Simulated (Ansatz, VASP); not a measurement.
## Two plane-wave programs on Zr

The input INCAR:

```
PREC     = Accurate       # precision mode
ENCUT    = 520            # plane-wave cutoff, eV
EDIFF    = 1E-6           # SCF threshold, eV
ISMEAR   = 1              # smearing method
SIGMA    = 1.0            # smearing width, eV
LREAL    = False          # projectors in reciprocal space
LASPH    = True           # aspherical terms in the spheres
NELM     = 100            # most SCF steps
ALGO     = Normal         # electronic algorithm
ISIF     = 2              # what is computed and relaxed
LWAVE    = False          # write WAVECAR
LCHARG   = False          # write CHGCAR
GGA      = CA             # functional
NBANDS   = 19             # bands
```

File KPOINTS:

```
regular mesh
0
Gamma
  12 12 6
```

Contents of POSCAR:

```
Zr
1.0
    3.1439658570      0.0000000000      0.0000000000
   -1.5719829285      2.7227543008      0.0000000000
    0.0000000000      0.0000000000      5.0894642375
Zr
2
Direct
    0.3333333333      0.6666666667      0.2500000000
    0.6666666667      0.3333333333      0.7500000000
```

Input for Ansatz:

```yaml
crystal:
  lattice:
    - [3.143965857, 0.0, 0.0]
    - [-1.5719829285, 2.7227543008, 0.0]
    - [0.0, 0.0, 5.0894642375]
  atoms:
    - { symbol: Zr, position: [0.3333333333, 0.6666666667, 0.25] }
    - { symbol: Zr, position: [0.6666666667, 0.3333333333, 0.75] }
hamiltonian:
  xc: lda
  pseudopotentials:
    kind: paw
    azcp:
      Zr: "pseudopotentials/Zr.paw.azcp"
basis:
  ecutwfc: 420
  fft_grid_basis: typed
kpoints:
  mp_grid: { grid: [12, 12, 6], shift: [0, 0, 0] }
magnetization:
  spin_polarized: false
scf:
  occupations: { method: methfessel_paxton, width: 1.0 }
  lower_state_search: "off"
output:
  stress: true
```

Alike in both runs: task single point; functional LDA; k mesh 12 × 12 × 6; occupations methfessel-paxton of order 1, width 1 eV; no spin polarisation.

```csv
,VASP,Ansatz
version,VASP 6.6.1,Ansatz 0.2.0
potentials or method,"VASP PAW LDA potentials, release 64 (Zr_sv), cutoff 520 eV","plane waves (420 eV) with PAW, scalar-relativistic"
valence electrons in the cell,24,24
```

VASP gave:

```
pressure (GPa)                                                : -0.2
traceless stress, the component that is largest in VASP (GPa) : 0.95
```

Q: Estimate Ansatz's values.

A: Pressure (GPa): -0.3; traceless stress, the component that is largest in VASP (GPa): 0.92.

Ansatz warns that its potentials were made for another functional, while VASP's fit it. LDA's correlation is that of Perdew and Zunger in VASP and of Perdew and Wang (1992) in Ansatz.
